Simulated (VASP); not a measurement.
Pt:

```
Pt
1.0
     2.72335    0.00000    0.00000
    -1.36168    2.35849    0.00000
     0.00000    0.00000    4.72737
Pt
2
Direct
  0.33333 0.66667 0.25000
  0.66667 0.33333 0.75000
```

Base run:

| Quantity | Value |
| --- | --- |
| Program | VASP 6.6.1 |
| Functional | r2SCAN |
| Potentials or basis | VASP PAW PBE potentials, release 64 (Pt_sv_GW) |
| Cutoff | 550 eV |
| k mesh | 11 × 11 × 6 |
| Occupations | fermi-dirac, width 0.05 eV |
| Spin | no spin polarisation |

Its results: band gap on the k mesh zero (band 18 reaches 10.79 eV, above the bottom of band 19 at 9.41 eV); pressure 2.3 GPa.

Question: The run is repeated on the same cell with these changes: potentials or basis from VASP PAW PBE potentials, release 64 (Pt_sv_GW) to VASP PAW PBE potentials, release 64 (Pt); cutoff from 550 eV to 520 eV; further incar settings from ALGO = Normal; EDIFF = 1e-06; NBANDS = 25 to ALGO = Normal; EDIFF = 1e-06; NBANDS = 17; valence electrons from 36 to 20. What comes out?

Answer: Band gap on the k mesh zero (band 10 reaches 11.31 eV, above the bottom of band 11 at 9.94 eV); pressure 5.1 GPa.

Caveats: the PAW data sets were made with another functional, which shifts forces and pressure a little; spin-orbit coupling is left out, which moves the levels of the heavy elements.
